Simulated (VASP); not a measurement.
# B2SbP3 (P6mm) in VASP: further runs

The runs below take B2SbP3 through single point, with PBE.

Program: VASP 6.6.1. These are calculated values, not measurements. Logs are shortened: lines on timing, memory, paths and dates and some standing lists are left out, and cuts for length are marked.

## Step 1: The cell of the first run

It takes space group P6mm (No. 183, hexagonal). Conventional cell: a = 4.351 Å, b = 4.351 Å, c = 5.728 Å, α = 90.00°, β = 90.00°, γ = 120.00°. B (site symmetry 3m) has 1 P at 1.95 Å and 3 B at 2.51 Å and 3 Sb at 2.60 Å within 2.6 Å. Within 3.4 Å of Sb (site symmetry 6mm) lie 6 B at 2.60 Å and 2 P at 2.72 to 3.01 Å. P (site symmetry 3m) has 1 B at 1.95 Å and 6 P at 2.51 to 2.54 Å within 2.6 Å. P (site symmetry 6mm) has 6 P at 2.54 Å and 2 Sb at 2.72 to 3.01 Å within 3.4 Å.

## Step 2: Single point, PBE

File INCAR:

```
PREC = Accurate
ENCUT = 520
EDIFF = 1E-6
ISMEAR = 0
SIGMA = 0.1
LREAL = False
LASPH = True
NELM = 100
ALGO = Normal
ISIF = 2
LWAVE = False
LCHARG = False
GGA = PE
NBANDS = 22
```

File KPOINTS:

```
Automatic mesh
0
Gamma
  6 6 4
```

File POSCAR:

```
B2SbP3
1.0
    4.3509246503      0.0000000000      0.0000000000
   -2.1754623251      3.7680112771      0.0000000000
    0.0000000000      0.0000000000      5.7275819719
B Sb P
2 1 3
Direct
    0.3333333333      0.6666666667      0.5827217247
    0.6666666667      0.3333333333      0.5827217247
    0.0000000000      0.0000000000      0.4665888472
    0.3333333333      0.6666666667      0.9230715682
    0.6666666667      0.3333333333      0.9230715682
    0.0000000000      0.0000000000     -0.0086228930
```

Potentials or basis: VASP PAW PBE potentials, release 64 (B, Sb, P).

Command:

```bash
$ cat potpaw_PBE.64/B/POTCAR potpaw_PBE.64/Sb/POTCAR potpaw_PBE.64/P/POTCAR > POTCAR
$ mpirun -np 1 vasp_std > vasp.out
```

OUTCAR:

```text
PREC = Accurate
   ENCUT = 520
   EDIFF = 1E-6
   ISMEAR = 0
   LREAL = False
   LASPH = True
   NELM = 100
   ISIF = 2
   GGA = PE

 ion  position               nearest neighbor table
   1  0.333  0.667  0.583-   4 1.95   3 2.60   3 2.60   3 2.60
   2  0.667  0.333  0.583-   5 1.95   3 2.60   3 2.60   3 2.60
   3  0.000  0.000  0.467-   1 2.60   2 2.60   1 2.60   2 2.60   2 2.60   1 2.60   6 2.72   6 3.01

   4  0.333  0.667  0.923-   1 1.95   5 2.51   5 2.51   5 2.51   6 2.54   6 2.54   6 2.54
   5  0.667  0.333  0.923-   2 1.95   4 2.51   4 2.51   4 2.51   6 2.54   6 2.54   6 2.54
   6  0.000  0.000  0.991-   4 2.54   5 2.54   4 2.54   5 2.54   5 2.54   4 2.54   3 2.72   3 3.01

  LATTYP: Found a hexagonal cell.
 ALAT       =     4.3509246503
 C/A-ratio  =     1.3164056913

  Lattice vectors:

 A1 = (   4.3509246503,   0.0000000000,   0.0000000000)
 A2 = (  -2.1754623251,   3.7680112771,   0.0000000000)
 A3 = (   0.0000000000,   0.0000000000,   5.7275819719)

Analysis of symmetry for initial positions (statically):
=====================================================================
 Subroutine PRICEL returns:
 Original cell was already a primitive cell.

 Routine SETGRP: Setting up the symmetry group for a
 hexagonal supercell.

 Subroutine GETGRP returns: Found 12 space group operations
 (whereof 12 operations were pure point group operations)
 out of a pool of 24 trial point group operations.

The static configuration has the point symmetry C_6v.

Analysis of symmetry for dynamics (positions and initial velocities):
=====================================================================
 Subroutine PRICEL returns:
 Original cell was already a primitive cell.

 Routine SETGRP: Setting up the symmetry group for a
 hexagonal supercell.

 Subroutine GETGRP returns: Found 12 space group operations
 (whereof 12 operations were pure point group operations)
 out of a pool of 24 trial point group operations.

The dynamic configuration has the point symmetry C_6v.

 Subroutine INISYM returns: Found 12 space group operations
 (whereof 12 operations are pure point group operations),
 and found     1 'primitive' translations

----------------------------------------------------------------------------------------

                                     Primitive cell

[... 94 lines left out ...]
   EDIFF  = 0.1E-05   stopping-criterion for ELM
   LREAL  =      F    real-space projection
   EDIFFG = 0.1E-04   stopping-criterion for IOM
   NSW    =      0    number of steps for IOM
   IBRION =     -1    ionic relax: 0-MD 1-quasi-New 2-CG
   NFREE  =      0    steps in history (QN), initial steepest desc. (CG)
   ISIF   =      2    stress and relaxation
   ISYM   =      2    0-nonsym 1-usesym 2-fastsym
   POTIM  = 0.5000    time-step for ionic-motion
   TEBEG  =    0.0;   TEEND  =   0.0 temperature during run
   PSTRESS=    0.0 pullay stress
   NELECT =      26.0000    total number of electrons
   NUPDOWN=      -1.0000    fix difference up-down
   EMIN   =  10.00;   EMAX   =-10.00  energy-range for DOS
   EFERMI =   0.00;   METHOD = LEGACY
   ISMEAR =     0;   SIGMA  =   0.10  broadening in eV -4-tet -1-fermi 0-gaus
   EFERMI_NEDOS =   21; number of points for ismear=-14 and -15
   IALGO  =     38    algorithm
   IMIX   =      4    mixing-type and parameters
     AMIX     =   0.40;   BMIX     =  1.00
     AMIX_MAG =   1.60;   BMIX_MAG =  1.00
  volume/ion in A,a.u.               =      15.65       105.61
  Fermi-wavevector in a.u.,A,eV,Ry     =   1.067032  2.016399 15.491023  1.138558
  Thomas-Fermi vector in A             =   2.202636
   LORBIT       =      0    0 simple, 1 ext, 2 COOP (PROOUT), +10 PAW based schemes
   GGA     = PE    functional components
   LHFCALC =     F    Hartree Fock is set to
   AEXX    =    0.0000 exact exchange contribution
   IVDW    =     0    specifies the selected vdW correction
   LEPSILON=     F    determine dielectric tensor
   LRPA    =     F    only Hartree local field effects (RPA)
 non-spin polarized calculation
 Gauss-broadening in eV      SIGMA  =   0.10
  energy-cutoff  :      520.00
  volume of cell :       93.90
 maximum number of plane-waves:      2544
   NGX = 17   NGY = 17   NGZ = 21

 number of electron      26.0000001 magnetization

 Free energy of the ion-electron system (eV)
  ---------------------------------------------------
  ext. energy  EPLUGINS =         0.00000000
  ---------------------------------------------------
  free energy    TOTEN  =       -28.10959610 eV

  energy without entropy =      -28.09679050  energy(sigma->0) =      -28.10319330

 E-fermi :   7.6775     XC(G=0): -10.5446

 val. band max:        7.6245030565   @ k =   0.1667   0.1667   0.2500
 cond. band min:       7.6829013166   @ k =   0.1667   0.1667   0.5000
 fundamental gap:      0.0583982601
 Fermi energy:         7.6774862779

 k-point     1 :       0.0000    0.0000    0.0000
  band No.  band energies     occupation
      1      -8.1759      2.00000
      2      -3.5177      2.00000
      3      -1.6926      2.00000
      4      -0.3696      2.00000
      5       2.1153      2.00000
      6       2.2627      2.00000
[... 514 lines left out ...]
     21      12.4746      0.00000
     22      14.2519      0.00000

------------------------ aborting loop because EDIFF is reached ----------------------------------------

  FORCE on cell =-STRESS in cart. coord.  units (eV):
  Direction    XX          YY          ZZ          XY          YZ          ZX
  --------------------------------------------------------------------------------------
  -------------------------------------------------------------------------------------
  Total       -0.0990166     -0.0990166     -0.1256315     -0.0000000     -0.0000000     -0.0000000
  in kB       -1.6894810     -1.6894810     -2.1436022     -0.0000000     -0.0000000     -0.0000000
  external PRESSURE =      -1.8408547 kB  Pullay stress =       0.0000000 kB

 VOLUME and BASIS-vectors are now :
 -----------------------------------------------------------------------------
  energy-cutoff  :      520.00
  volume of cell :       93.90
      direct lattice vectors                 reciprocal lattice vectors
     4.350924650  0.000000000  0.000000000     0.229836203  0.132695994  0.000000000
    -2.175462325  3.768011277  0.000000000     0.000000000  0.265391987  0.000000000
     0.000000000  0.000000000  5.727581972     0.000000000  0.000000000  0.174593747

 POSITION                                       TOTAL-FORCE (eV/Angst)
 -----------------------------------------------------------------------------------
     -0.00000      2.51201      3.33759         0.000000     -0.000000      0.015727
      2.17546      1.25600      3.33759         0.000000      0.000000      0.015727
      0.00000      0.00000      2.67243        -0.000000      0.000000      0.005255
     -0.00000      2.51201      5.28697        -0.000000      0.000000     -0.008085
      2.17546      1.25600      5.28697         0.000000     -0.000000     -0.008085
      0.00000      0.00000      5.67819         0.000000      0.000000     -0.020539
 -----------------------------------------------------------------------------------
    total drift:                               -0.000000     -0.000000     -0.000064

  FREE ENERGIE OF THE ION-ELECTRON SYSTEM (eV)
  ---------------------------------------------------
  free  energy   TOTEN  =       -28.1095960971 eV

  energy  without entropy=      -28.0967904990  energy(sigma->0) =      -28.10319330
```

stdout:

```text
POSCAR found type information on POSCAR B SbP
 POSCAR found :  3 types and       6 ions
 scaLAPACK will be used
 LDA part: xc-table for (Slater+PW92), standard interpolation
 POSCAR, INCAR and KPOINTS ok, starting setup
 FFT: planning ... GRIDC
 FFT: planning ... GRID_SOFT
 FFT: planning ... GRID
 WAVECAR not read
 entering main loop
```

Wall time 25 s (1 thread of AMD EPYC 9R45 (Zen 5), shared host); peak memory 0.19 GiB.

Results:

| Quantity | Value |
| --- | --- |
| Free energy | -28.1096 eV |
| Pressure | -0.2 GPa |
| Largest force | 0.021 eV/Å |
| Band gap on the k mesh | zero (band 13 reaches 8.96 eV, above the bottom of band 14 at 6.32 eV) |

Forces on the atoms (eV/Å):
```
B    0.000  0.000  0.016
B    0.000  0.000  0.016
Sb   0.000  0.000  0.005
P    0.000  0.000 -0.008
P    0.000  0.000 -0.008
P    0.000  0.000 -0.021
```

Caveat: spin-orbit coupling is left out, which moves the levels of the heavy elements.

## Step 3: Single point, PBE

This run uses another cell than the first one, of 20.79 Å³/atom, 1.328 times its volume.

File INCAR:

```
SYSTEM = B2SbP3
ALGO     = Normal         ! electronic algorithm
EDIFF    = 1E-6           ! SCF threshold, eV
ENCUT    = 520            ! plane-wave cutoff, eV
GGA      = PE             ! functional
ISIF     = 2              ! what is computed and relaxed
ISMEAR   = 0              ! smearing method
LASPH    = .TRUE.         ! aspherical terms in the spheres
LCHARG   = .TRUE.         ! write CHGCAR
LELF     = .TRUE.         ! ELF
LREAL    = .FALSE.        ! projectors in reciprocal space
LVHAR    = .TRUE.       
LWAVE    = .FALSE.        ! write WAVECAR
NBANDS   = 22             ! bands
NELM     = 60             ! most SCF steps
PREC     = Accurate       ! precision mode
SIGMA    = 0.1            ! smearing width, eV
```

File KPOINTS:

```
k-points
0
G
  6 6 4
  0 0 0
```

File POSCAR:

```
B2SbP3
1.0
    4.7053713600      0.0000000000      0.0000000000
   -2.3526856800      4.0749711300      0.0000000000
    0.0000000000      0.0000000000      6.5055137200
B Sb P
2 1 3
Direct
    0.3333333300      0.6666666700      0.4702565000
    0.6666666700      0.3333333300      0.4702565000
    0.0000000000      0.0000000000      0.5411112300
    0.3333333300      0.6666666700      0.8737569600
    0.6666666700      0.3333333300      0.8737569600
    0.0000000000      0.0000000000      0.2404143900
```

Potentials or basis: VASP PAW PBE potentials, release 64 (B, Sb, P).

Command:

```bash
$ cat potpaw_PBE.64/B/POTCAR potpaw_PBE.64/Sb/POTCAR potpaw_PBE.64/P/POTCAR > POTCAR
$ mpirun -np 1 vasp_std > vasp.out
```

Run time: 36 s. Hardware: 1 thread of AMD EPYC 9R45 (Zen 5), shared host; peak memory 0.23 GiB.

Results (log left out):

| Quantity | Value |
| --- | --- |
| Free energy | -20.5597 eV |
| Pressure | 3.0 GPa |
| Largest force | 14.915 eV/Å |
| Band gap on the k mesh | zero (band 13 reaches 4.69 eV, above the bottom of band 14 at 3.46 eV) |

Forces on the atoms (eV/Å):
```
B     0.000   0.000   0.885
B     0.000   0.000   0.885
Sb    0.000   0.000  14.915
P     0.000   0.000  -0.913
P     0.000   0.000  -0.913
P     0.000   0.000 -14.859
```

Stress tensor (GPa, compression positive):
```
-8.74  0.00  0.00
 0.00 -8.74  0.00
 0.00  0.00 26.55
```

Levels at points of the mesh, in eV from the Fermi level:
| k point | band 9 | band 10 | band 11 | band 12 | band 13 | band 14 | band 15 | band 16 | band 17 | band 18 |
| --- | --- | --- | --- | --- | --- | --- | --- | --- | --- | --- |
| (0.00, 0.00, 0.00) | -3.08 | -2.49 | -2.42 | -1.59 | -0.90 | -0.90 | 0.43 | 0.72 | 0.72 | 1.19 |
| (0.50, 0.00, 0.00) | -3.41 | -2.99 | -1.25 | -0.03 | 0.33 | 0.74 | 1.93 | 1.99 | 2.67 | 2.78 |
| (0.00, 0.00, 0.50) | -3.01 | -3.01 | -2.72 | -1.08 | -1.08 | -0.35 | -0.35 | 0.08 | 1.17 | 1.19 |
| (0.50, 0.00, 0.50) | -2.38 | -1.95 | -1.15 | -0.84 | -0.05 | 0.63 | 1.52 | 2.01 | 2.24 | 2.62 |

Caveat: spin-orbit coupling is left out, which moves the levels of the heavy elements; forces of over 1 eV/Å act on the atoms, so gaps and moduli don't describe the material at rest.
